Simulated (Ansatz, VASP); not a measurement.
# Tl: VASP beside Ansatz

The input INCAR:

```
PREC = Accurate
ENCUT = 520
EDIFF = 1E-6
ISMEAR = 0
SIGMA = 0.1
LREAL = F
LASPH = T
NELM = 60
ALGO = Normal
ISIF = 2
LWAVE = F
LCHARG = F
GGA = PS
NBANDS = 12
```

The input KPOINTS:

```
Automatic mesh
0
Gamma
  14 14 14
```

File POSCAR:

```
Tl
1.0
    0.0000000000      2.3739027636      2.3739027636
    2.3739027636      0.0000000000      2.3739027636
    2.3739027636      2.3739027636      0.0000000000
Tl
1
Direct
    0.0000000000      0.0000000000      0.0000000000
```

Input for Ansatz:

```yaml
crystal:
  lattice:
    - [0.0, 2.3739027636, 2.3739027636]
    - [2.3739027636, 0.0, 2.3739027636]
    - [2.3739027636, 2.3739027636, 0.0]
  atoms:
    - { symbol: Tl, position: [0.0, 0.0, 0.0] }
basis:
  ecutwfc: 420
kpoints:
  mp_grid: { grid: [14, 14, 14] }
hamiltonian:
  xc: pbesol
scf:
  occupations: { method: gaussian, width: 0.1 }
output:
  forces: true
  stress: true
  eigenvalues: true
  populations: true
```

Alike in both runs: task single point; functional PBEsol; k mesh 14 × 14 × 14; occupations gaussian, width 0.1 eV; no spin polarisation.

|  | VASP | Ansatz |
| --- | --- | --- |
| version | VASP 6.6.1 | Ansatz 0.2.0 |
| potentials or method | VASP PAW PBE potentials, release 64 (Tl_d), cutoff 520 eV | scalar-relativistic, plane waves, PAW |
| valence electrons in the cell | 13 | 13 |

|  | VASP | Ansatz | Ansatz less VASP |
| --- | --- | --- | --- |
| gap on the k mesh at the Fermi level (eV) | none | none | - |
| pressure (GPa) | 2.5 | 2.6 | +0.05 |

VASP's potentials were made for PBE, not for PBEsol. A gap of «none» marks a metal or a gap that the smearing closes.

Neither program's run includes spin-orbit coupling.
